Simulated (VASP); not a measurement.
Wanted: the native input for a VASP 6.6.1 run.

* Task: single point
* Functional: r2SCAN
* Potentials or basis: VASP PAW PBE potentials, release 64 (Mg, O)
* Cutoff: 520 eV
* k mesh: 6 × 6 × 6
* Occupations: gaussian, width 0.01 eV
* Spin: no spin polarisation
* Dipole correction: no
* Further INCAR settings: ALGO = Normal; EDIFF = 1e-06; NBANDS = 16

The system is MgO.

```
CELL_PARAMETERS angstrom
3.53226 0.00000 0.00000
-1.76613 3.05902 0.00000
0.00000 0.00000 4.23302
ATOMIC_POSITIONS crystal
Mg 0.66667 0.33333 0.75000
Mg 0.33333 0.66667 0.25000
O 0.66667 0.33333 0.25000
O 0.33333 0.66667 0.75000
```

One way to write it, as run:

POSCAR

```
MgO
1.0
    3.5322566560      0.0000000000      0.0000000000
   -1.7661283280      3.0590240827      0.0000000000
    0.0000000000      0.0000000000      4.2330215287
Mg O
2 2
Direct
    0.6666666667      0.3333333333      0.7500000000
    0.3333333333      0.6666666667      0.2500000000
    0.6666666667      0.3333333333      0.2500000000
    0.3333333333      0.6666666667      0.7500000000
```

INCAR.step1

```
SYSTEM = MgO
  PREC = Accurate
  ENCUT = 520
  ISMEAR = 0
  SIGMA = 0.01
  LREAL = .FALSE.
  LASPH = .TRUE.
  NELM = 100
  NBANDS = 16
  GGA = PE
  ALGO = Normal
  EDIFF = 1E-4
  LWAVE = .TRUE.
  LCHARG = .FALSE.
```

INCAR.step2

```
SYSTEM = MgO
  PREC = Accurate
  ENCUT = 520
  EDIFF = 1E-6
  ISMEAR = 0
  SIGMA = 0.01
  LREAL = .FALSE.
  LASPH = .TRUE.
  NELM = 100
  ALGO = Normal
  ISIF = 2
  LWAVE = .FALSE.
  LCHARG = .FALSE.
  METAGGA = R2SCAN
  LMIXTAU = .TRUE.
  NBANDS = 16
  ISTART = 1
```

KPOINTS

```
Automatic mesh
0
G
  6 6 6
  0 0 0
```

Potentials or basis: VASP PAW PBE potentials, release 64 (Mg, O).

The run is started by

```sh
$ cat potpaw_PBE.64/Mg/POTCAR potpaw_PBE.64/O/POTCAR > POTCAR
$ cp INCAR.step1 INCAR
$ mpirun -np 1 vasp_std > vasp.out
$ cp INCAR.step2 INCAR
$ mpirun -np 1 vasp_std > vasp.out
```

It gave:

- Pressure: -5.7 GPa
- Band gap on the k mesh: 3.88 eV, direct

Caveat: the PAW data sets were made with another functional, which shifts forces and pressure a little.

It took 85 s on 1 thread of AMD EPYC 7R43 64-Core Processor (Zen 3), on a shared host, peak memory 0.14 GiB.
